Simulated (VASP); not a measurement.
Hg, 1 atom in the cell. It takes space group Pm-3m (No. 221, cubic). Conventional cell: a = 2.502 Å, b = 2.502 Å, c = 2.502 Å, α = 90.00°, β = 90.00°, γ = 90.00°. Hg (site symmetry m-3m) has 6 Hg at 2.50 Å within 3.3 Å. 

| Property | Result |
| --- | --- |
| Program | VASP 6.6.1 |
| Task | relaxation of cell and atoms |
| Functional | PBEsol |
| Potentials or basis | VASP PAW PBE potentials, release 64 (Hg) |
| Cutoff | 600 eV |
| k mesh | 15 × 15 × 15 |
| Occupations | fermi-dirac, width 0.08 eV |
| Spin | no spin polarisation |
| Target pressure | 96 GPa |
| Dipole correction | no |
| Further INCAR settings | ALGO = Normal; EDIFF = 1e-07; IBRION = 2; EDIFFG = -0.005; NSW = 32; ISIF = 3 |

Potentials or basis: VASP PAW PBE potentials, release 64 (Hg).

Launch:

```sh
$ cat potpaw_PBE.64/Hg/POTCAR > POTCAR
$ mpirun -np 1 vasp_std > vasp.out
```

Hardware: 1 thread of Intel(R) Xeon(R) 6975P-C (Granite Rapids), with other jobs on the host.

**Question.** Estimate the wall time of this run.

**Answer.** It took 18 s on 1 thread of Intel(R) Xeon(R) 6975P-C (Granite Rapids) (shared host), peak memory 0.15 GiB. Counts: scf iterations 32, k points 120, ion steps 4.
